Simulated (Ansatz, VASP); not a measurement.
# Two plane-wave programs on AlFe2

```
Al Fe
1.0
     4.16498    0.00000    0.00000
    -2.08249    3.60698    0.00000
     0.00000    0.00000    2.53644
Al Fe
1 2
Direct
  0.00000 0.00000 0.00000
  0.33333 0.66667 0.50000
  0.66667 0.33333 0.50000
```

Alike in both runs: functional r2SCAN; k mesh 12 × 12 × 16; occupations gaussian, width 0.1 eV; collinear spin.

Ansatz relaxed the structure, and its values are those at the end. VASP's run is a single point on that final structure, the one shown.

|  | VASP | Ansatz |
| --- | --- | --- |
| version | VASP 6.6.1 | Ansatz 0.2.0 |
| potentials or method | VASP PAW PBE potentials, release 64 (Al, Fe), cutoff 520 eV | scalar-relativistic, plane waves, PAW |
| valence electrons in the cell | 19 | 35 |

|  | VASP | Ansatz | Ansatz less VASP |
| --- | --- | --- | --- |
| gap on the k mesh at the Fermi level (eV) | none | none | - |
| pressure (GPa) | -0.3 | 0.0 | +0.33 |
| net moment per atom (μB) | 1.71 | 1.71 | +0.003 |
| size of the moment on the site where the two differ most (μB) | 0.06 | 0.08 | +0.024 |

VASP's potentials were made for PBE, not for r2SCAN. Site moments also hang on the region over which each program counts them. A gap of «none» marks a metal or a gap that the smearing closes. With one functional, cell and mesh, what is left measures potentials, basis and numerics. VASP's potentials hold 19 valence electrons a cell and Ansatz's 35, so a difference there can come from the potentials and not from the codes.
